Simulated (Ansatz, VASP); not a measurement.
## InSb: VASP beside Ansatz

INCAR

```
SYSTEM = InSb
ALGO = Normal
EDIFF = 1E-6
ENCUT = 520
GGA = PE
ISIF = 2
ISMEAR = -1
LASPH = .True.
LCHARG = .False.
LREAL = .False.
LWAVE = .False.
NBANDS = 16
NELM = 80
PREC = Accurate
SIGMA = 0.03
```

KPOINTS

```
k-points
0
Gamma
  10 10 10
  0 0 0
```

File POSCAR:

```
InSb
1.0
    0.0000000000      3.2173604188      3.2173604188
    3.2173604188      0.0000000000      3.2173604188
    3.2173604188      3.2173604188      0.0000000000
In Sb
1 1
Direct
    0.0000000000      0.0000000000      0.0000000000
    0.7500000000      0.7500000000      0.7500000000
```

Input for Ansatz:

```yaml
crystal:
  lattice:
    - [0.0, 3.2173604188, 3.2173604188]
    - [3.2173604188, 0.0, 3.2173604188]
    - [3.2173604188, 3.2173604188, 0.0]
  atoms:
    - { symbol: In, position: [0.0, 0.0, 0.0] }
    - { symbol: Sb, position: [0.75, 0.75, 0.75] }
kpoints:
  mp_grid: { grid: [10, 10, 10] }
scf:
  occupations: { method: fermi_dirac, width: 0.03 }
hamiltonian:
  xc: pbe
  pseudopotentials: { kind: all_electron, lapw: { basis_error: 0.00025 } }
output:
  forces: true
  stress: true
  eigenvalues: true
```

Change from the starting cell: volume scaled by 0.98.

Alike in both runs: task single point; functional PBE; k mesh 10 × 10 × 10; occupations fermi-dirac, width 0.03 eV; no spin polarisation.

```csv
,VASP,Ansatz
version,VASP 6.6.1,Ansatz 0.2.0
potentials or method,"VASP PAW PBE potentials, release 64 (In_d, Sb), cutoff 520 eV","all-electron LAPW, scalar-relativistic"
```

|  | VASP | Ansatz | Ansatz less VASP |
| --- | --- | --- | --- |
| pressure (GPa) | 4.2 | 4.2 | +0.04 |

Ansatz ran all-electron here, and VASP with PAW potentials.

Neither program's run includes spin-orbit coupling.
